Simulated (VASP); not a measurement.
# NaF (Fm-3m) in VASP: further runs, part 2 of 2

VASP 6.6.1. Earlier steps stand in the parts before.

## (4) Single point, PBE (volume changed by -3%)

Contents of INCAR:

```
SYSTEM = NaF
PREC = Accurate
ENCUT = 520
EDIFF = 1E-6
ISMEAR = 0
SIGMA = 0.01
LREAL = .FALSE.
LASPH = .TRUE.
NELM = 60
ALGO = Normal
ISIF = 2
LWAVE = .FALSE.
LCHARG = .FALSE.
GGA = PE
NBANDS = 14
```

Contents of KPOINTS:

```
regular mesh
0
G
  8 8 8
  0 0 0
```

Contents of POSCAR:

```
NaF
1.0
    0.0000000000      2.3265557078      2.3265557078
    2.3265557078      0.0000000000      2.3265557078
    2.3265557078      2.3265557078      0.0000000000
Na F
1 1
Direct
    0.0000000000      0.0000000000      0.0000000000
    0.5000000000      0.5000000000      0.5000000000
```

Potentials or basis: VASP PAW PBE potentials, release 64 (Na_pv, F).

Started as:

```console
cat potpaw_PBE.64/Na_pv/POTCAR potpaw_PBE.64/F/POTCAR > POTCAR
mpirun -np 1 vasp_std > vasp.out
```

OUTCAR:

```text
SYSTEM = NaF
   PREC = Accurate
   ENCUT = 520
   EDIFF = 1E-6
   ISMEAR = 0
   LREAL = .FALSE.
   LASPH = .TRUE.
   NELM = 60
   ISIF = 2
   GGA = PE

 ion  position               nearest neighbor table
   1  0.000  0.000  0.000-   2 2.33   2 2.33   2 2.33   2 2.33   2 2.33   2 2.33
   2  0.500  0.500  0.500-   1 2.33   1 2.33   1 2.33   1 2.33   1 2.33   1 2.33

  LATTYP: Found a face centered cubic cell.
 ALAT       =     4.6531114156

  Lattice vectors:

 A1 = (   0.0000000000,   2.3265557078,   2.3265557078)
 A2 = (   2.3265557078,   0.0000000000,   2.3265557078)
 A3 = (   2.3265557078,   2.3265557078,   0.0000000000)

Analysis of symmetry for initial positions (statically):
=====================================================================
 Subroutine PRICEL returns:
 Original cell was already a primitive cell.

 Routine SETGRP: Setting up the symmetry group for a
 face centered cubic supercell.

 Subroutine GETGRP returns: Found 48 space group operations
 (whereof 48 operations were pure point group operations)
 out of a pool of 48 trial point group operations.

The static configuration has the point symmetry O_h .

Analysis of symmetry for dynamics (positions and initial velocities):
=====================================================================
 Subroutine PRICEL returns:
 Original cell was already a primitive cell.

 Routine SETGRP: Setting up the symmetry group for a
 face centered cubic supercell.

 Subroutine GETGRP returns: Found 48 space group operations
 (whereof 48 operations were pure point group operations)
 out of a pool of 48 trial point group operations.

The dynamic configuration has the point symmetry O_h .

 Subroutine INISYM returns: Found 48 space group operations
 (whereof 48 operations are pure point group operations),
 and found     1 'primitive' translations

----------------------------------------------------------------------------------------

                                     Primitive cell

  volume of cell :      25.1866

  direct lattice vectors                    reciprocal lattice vectors
     0.000000000  2.326555708  2.326555708    -0.214909963  0.214909963  0.214909963
     2.326555708  0.000000000  2.326555708     0.214909963 -0.214909963  0.214909963
     2.326555708  2.326555708  0.000000000     0.214909963  0.214909963 -0.214909963

  length of vectors
     3.290246636  3.290246636  3.290246636     0.372234974  0.372234974  0.372234974

  position of ions in fractional coordinates (direct lattice)
     0.000000000  0.000000000  0.000000000
     0.500000000  0.500000000  0.500000000

  ion indices of the primitive-cell ions
   primitive index   ion index
                 1           1
                 2           2

----------------------------------------------------------------------------------------

 KPOINTS: regular mesh

Automatic generation of k-mesh.
 Grid dimensions read from file:
 generate k-points for:    8    8    8

 Generating k-lattice:

  Cartesian coordinates                     Fractional coordinates (reciprocal lattice)
    -0.026863745  0.026863745  0.026863745     0.125000000  0.000000000  0.000000000
     0.026863745 -0.026863745  0.026863745     0.000000000  0.125000000  0.000000000
     0.026863745  0.026863745 -0.026863745     0.000000000  0.000000000  0.125000000

  Length of vectors
     0.046529372  0.046529372  0.046529372

  Shift w.r.t. Gamma in fractional coordinates (k-lattice)
     0.000000000  0.000000000  0.000000000

 Subroutine IBZKPT returns following result:
 ===========================================

 Found     29 irreducible k-points:

 Following reciprocal coordinates:
            Coordinates               Weight
  0.000000  0.000000  0.000000      1.000000
  0.125000  0.000000  0.000000      8.000000
  0.250000  0.000000  0.000000      8.000000
  0.375000  0.000000  0.000000      8.000000
  0.500000  0.000000  0.000000      4.000000
  0.125000  0.125000  0.000000      6.000000
[... 16 lines left out ...]
  0.500000  0.250000  0.125000     48.000000
 -0.375000  0.250000  0.125000     24.000000
 [... further k-points ...]
   k-points           NKPTS =     29   k-points in BZ     NKDIM =     29   number of bands    NBANDS=     14
   number of dos      NEDOS =    301   number of ions     NIONS =      2
   total plane-waves  NPLWV =  13824
   dimension x,y,z NGX =    24 NGY =   24 NGZ =   24
   dimension x,y,z NGXF=    48 NGYF=   48 NGZF=   48
   ions per type =               1   1
   NGX,Y,Z   is equivalent  to a cutoff of  12.13, 12.13, 12.13 a.u.
   NGXF,Y,Z  is equivalent  to a cutoff of  24.25, 24.25, 24.25 a.u.
 SYSTEM =  NaF
   PREC   = accura    normal or accurate (medium, high low for compatibility)
   ISTART =      0    job   : 0-new  1-cont  2-samecut
   ICHARG =      2    charge: 1-file 2-atom 10-const
   ISPIN  =      1    spin polarized calculation?
   LNONCOLLINEAR =      F non collinear calculations
   LSORBIT =      F    spin-orbit coupling
   LASPH  =      T    aspherical Exc in radial PAW
   ENCUT  =  520.0 eV  38.22 Ry    6.18 a.u.   6.12  6.12  6.12*2*pi/ulx,y,z
   NELM   =     60;   NELMIN=  2; NELMDL= -5     # of ELM steps
   EDIFF  = 0.1E-05   stopping-criterion for ELM
   LREAL  =      F    real-space projection
   EDIFFG = 0.1E-04   stopping-criterion for IOM
   NSW    =      0    number of steps for IOM
   IBRION =     -1    ionic relax: 0-MD 1-quasi-New 2-CG
   NFREE  =      0    steps in history (QN), initial steepest desc. (CG)
   ISIF   =      2    stress and relaxation
   ISYM   =      2    0-nonsym 1-usesym 2-fastsym
   POTIM  = 0.5000    time-step for ionic-motion
   TEBEG  =    0.0;   TEEND  =   0.0 temperature during run
   PSTRESS=    0.0 pullay stress
   NELECT =      14.0000    total number of electrons
   NUPDOWN=      -1.0000    fix difference up-down
   EMIN   =  10.00;   EMAX   =-10.00  energy-range for DOS
   EFERMI =   0.00;   METHOD = LEGACY
   ISMEAR =     0;   SIGMA  =   0.01  broadening in eV -4-tet -1-fermi 0-gaus
   EFERMI_NEDOS =   21; number of points for ismear=-14 and -15
   IALGO  =     38    algorithm
   IMIX   =      4    mixing-type and parameters
     AMIX     =   0.40;   BMIX     =  1.00
     AMIX_MAG =   1.60;   BMIX_MAG =  1.00
  volume/ion in A,a.u.               =      12.59        84.98
  Fermi-wavevector in a.u.,A,eV,Ry     =   1.346049  2.543663 24.651671  1.811847
  Thomas-Fermi vector in A             =   2.473912
   LORBIT       =      0    0 simple, 1 ext, 2 COOP (PROOUT), +10 PAW based schemes
   GGA     = PE    functional components
   LHFCALC =     F    Hartree Fock is set to
   AEXX    =    0.0000 exact exchange contribution
   IVDW    =     0    specifies the selected vdW correction
   LEPSILON=     F    determine dielectric tensor
   LRPA    =     F    only Hartree local field effects (RPA)
 non-spin polarized calculation
 Gauss-broadening in eV      SIGMA  =   0.01
  energy-cutoff  :      520.00
  volume of cell :       25.19
 maximum number of plane-waves:       700
   NGX = 13   NGY = 13   NGZ = 13

 number of electron      13.9999982 magnetization

 Free energy of the ion-electron system (eV)
  ---------------------------------------------------
  ext. energy  EPLUGINS =         0.00000000
  ---------------------------------------------------
  free energy    TOTEN  =        -8.56530400 eV

  energy without entropy =       -8.56530400  energy(sigma->0) =       -8.56530400

 E-fermi :  -1.9835     XC(G=0):  -9.0966

 val. band max:       -2.1375688829   @ k =   0.0000   0.0000   0.0000
 cond. band min:       4.0953187829   @ k =   0.0000   0.0000   0.0000
 fundamental gap:      6.2328876658
 Fermi energy:        -1.9835037083

 k-point     1 :       0.0000    0.0000    0.0000
  band No.  band energies     occupation
      1     -21.2896      2.00000
      2     -21.1213      2.00000
      3     -21.1213      2.00000
      4     -21.1213      2.00000
      5      -2.1376      2.00000
      6      -2.1376      2.00000
      7      -2.1376      2.00000
      8       4.0953      0.00000
      9      16.7501      0.00000
     10      16.7501      0.00000
     11      16.7501      0.00000
     12      19.5865      0.00000
     13      21.7502      0.00000
     14      21.7502      0.00000
[... 375 lines left out ...]
 k-point    24 :      -0.3750    0.2500    0.1250
  band No.  band energies     occupation
      1     -21.7748      2.00000
      2     -21.1734      2.00000
      3     -21.1510      2.00000
      4     -20.4782      2.00000
      5      -3.4233      2.00000
      6      -2.7040      2.00000
      7      -2.4672      2.00000
      8       9.5676      0.00000
      9      10.4786      0.00000
     10      14.8537      0.00000
     11      16.6900      0.00000
     12      19.8822      0.00000
     13      20.9346      0.00000
     14      25.6560      0.00000

 [... further k-points ...]
[... 5 lines left out ...]
  --------------------------------------------------------------------------------------
  -------------------------------------------------------------------------------------
  Total        0.2112583      0.2112583      0.2112583      0.0000000      0.0000000     -0.0000000
  in kB       13.4386021     13.4386021     13.4386021      0.0000000      0.0000000     -0.0000000
  external PRESSURE =      13.4386021 kB  Pullay stress =       0.0000000 kB

 VOLUME and BASIS-vectors are now :
 -----------------------------------------------------------------------------
  energy-cutoff  :      520.00
  volume of cell :       25.19
      direct lattice vectors                 reciprocal lattice vectors
     0.000000000  2.326555708  2.326555708    -0.214909963  0.214909963  0.214909963
     2.326555708  0.000000000  2.326555708     0.214909963 -0.214909963  0.214909963
     2.326555708  2.326555708  0.000000000     0.214909963  0.214909963 -0.214909963

 POSITION                                       TOTAL-FORCE (eV/Angst)
 -----------------------------------------------------------------------------------
      0.00000      0.00000      0.00000        -0.000000     -0.000000     -0.000000
      2.32656      2.32656      2.32656         0.000000      0.000000      0.000000
 -----------------------------------------------------------------------------------
    total drift:                                0.000000     -0.000000      0.000000

  FREE ENERGIE OF THE ION-ELECTRON SYSTEM (eV)
  ---------------------------------------------------
  free  energy   TOTEN  =        -8.5653039953 eV

  energy  without entropy=       -8.5653039953  energy(sigma->0) =       -8.56530400
```

OSZICAR:

```text
N       E                     dE             d eps       ncg     rms          rms(c)
DAV:   1     0.111588806444E+03    0.11159E+03   -0.77043E+03   818   0.121E+03
DAV:   2    -0.357643980417E+01   -0.11517E+03   -0.10657E+03   878   0.336E+02
DAV:   3    -0.941623375852E+01   -0.58398E+01   -0.58274E+01  1034   0.711E+01
DAV:   4    -0.946245958120E+01   -0.46226E-01   -0.46223E-01   944   0.691E+00
DAV:   5    -0.946295111369E+01   -0.49153E-03   -0.49153E-03   962   0.694E-01    0.542E+00
DAV:   6    -0.857344819963E+01    0.88950E+00   -0.31089E+00   990   0.147E+01    0.183E+00
DAV:   7    -0.856325847071E+01    0.10190E-01   -0.29584E-02   830   0.204E+00    0.106E+00
DAV:   8    -0.856473704555E+01   -0.14786E-02   -0.29252E-02   884   0.341E+00    0.151E-01
DAV:   9    -0.856542834802E+01   -0.69130E-03   -0.43611E-03   962   0.611E-01    0.128E-01
DAV:  10    -0.856530559085E+01    0.12276E-03   -0.84238E-04   908   0.334E-01    0.160E-02
DAV:  11    -0.856530359489E+01    0.19960E-05   -0.29849E-05   956   0.756E-02    0.319E-03
DAV:  12    -0.856530399532E+01   -0.40043E-06   -0.15977E-06   878   0.147E-02
   1 F= -.85653040E+01 E0= -.85653040E+01  d E =-.270093-107
```

stdout:

```text
POSCAR found type information on POSCAR NaF
 POSCAR found :  2 types and       2 ions
 scaLAPACK will be used
 LDA part: xc-table for (Slater+PW92), standard interpolation
 POSCAR, INCAR and KPOINTS ok, starting setup
 FFT: planning ... GRIDC
 FFT: planning ... GRID_SOFT
 FFT: planning ... GRID
 WAVECAR not read
 entering main loop
```

Run time: 12 s. Hardware: 1 thread of Intel Xeon 6975P-C, shared host; peak memory 0.13 GiB.

What came out:

```yaml
Free_energy: -8.5653 eV
Pressure: 1.3 GPa
Band_gap_on_the_k_mesh: 6.23 eV, direct
```

## (5) The runs side by side

```csv
cell,gap on the mesh (eV),pressure (GPa)
"a = 3.324 Å, angles 60.0°, 2 atoms",6.07,-0.1
"a = 3.256 Å, angles 60.0°, 2 atoms",6.40,3.1
"a = 3.290 Å, angles 60.0°, 2 atoms",6.23,1.3
```

Alike in all rows: task single point; level PBE; potentials or basis VASP PAW PBE potentials, release 64 (Na_pv, F); no spin polarisation; k mesh 8 × 8 × 8; cutoff (eV) 520; smearing gaussian 0.01 eV.

Absolute energies hang on the potentials; compare differences alone.
